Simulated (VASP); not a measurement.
Write the native input for VASP 6.6.1 that does the following.

```yaml
Task: relaxation of cell and atoms
Functional: PBE
Potentials_or_basis: VASP PAW PBE potentials, release 64 (Pr_3, Y_sv, Se), 4f in core
Cutoff: 500 eV
k_mesh: 6 × 6 × 4
Occupations: gaussian, width 0.02 eV
Spin: no spin polarisation
Dipole_correction: no
Further_INCAR_settings: ALGO = Normal; EDIFF = 1e-07; IBRION = 2; EDIFFG = -0.01; NSW = 100; ISIF = 3
```

The structure of PrYSe3 lies in POSCAR:

```
PrYSe3
1.0
    5.7074724965      0.0000000000      0.0000000000
    0.0000000000      4.5344429072      0.0000000000
   -2.7942338363      0.0000000000      6.9857495084
Pr Y Se
1 1 3
Direct
    0.8520043460      0.0000000000      0.1921895151
    0.5209900450      0.5000000000      0.5357967744
    0.4062888711      0.0000000000      0.3029108594
    0.7141771078      0.5000000000      0.9230910886
    0.9965376602      0.5000000000      0.4860087925
```

The cell was generated, and may not be a known phase.

These files were run (other wordings do the same):

INCAR

```
SYSTEM = PrYSe3
PREC = Accurate
ENCUT = 500
EDIFF = 1E-7
ISMEAR = 0
SIGMA = 0.02
LREAL = .FALSE.
LASPH = .TRUE.
NELM = 200
ALGO = Normal
ISIF = 3
LWAVE = .FALSE.
LCHARG = .FALSE.
GGA = PE
IBRION = 2
NSW = 100
EDIFFG = -0.01
GGA_COMPAT = .FALSE.
NELMIN = 4
LMAXMIX = 6
```

KPOINTS

```
regular mesh
0
G
  6 6 4
  0 0 0
```

Potentials or basis: VASP PAW PBE potentials, release 64 (Pr_3, Y_sv, Se), 4f in core.

Launch:

```sh
$ cat potpaw_PBE.64/Pr_3/POTCAR potpaw_PBE.64/Y_sv/POTCAR potpaw_PBE.64/Se/POTCAR > POTCAR
$ mpirun -np 1 vasp_std > vasp.out
```

Results of the run:

The relaxed volume is 36.23 Å³/atom. The relaxed cell is a = 5.713 Å, b = 4.532 Å, c = 7.539 Å, α = 90.00°, β = 111.90°, γ = 90.00° and the space group after relaxing (to 0.1 Å) is Amm2 (No. 38). The energy gained by relaxing is 0.0 meV/atom, the ionic steps are 4 and the pressure after relaxing is 0.0 GPa. The largest force after relaxing is 0.009 eV/Å and the band gap on the k mesh is 2.14 eV (least direct gap 2.36 eV).

Caveat: spin-orbit coupling is left out, which moves the levels of the heavy elements; the 4f electrons are frozen in the core, so they carry no moment and show no levels.

Run time: 11 min on 1 thread of AMD EPYC 9R14 (Zen 4) (shared host), peak memory 0.46 GiB.
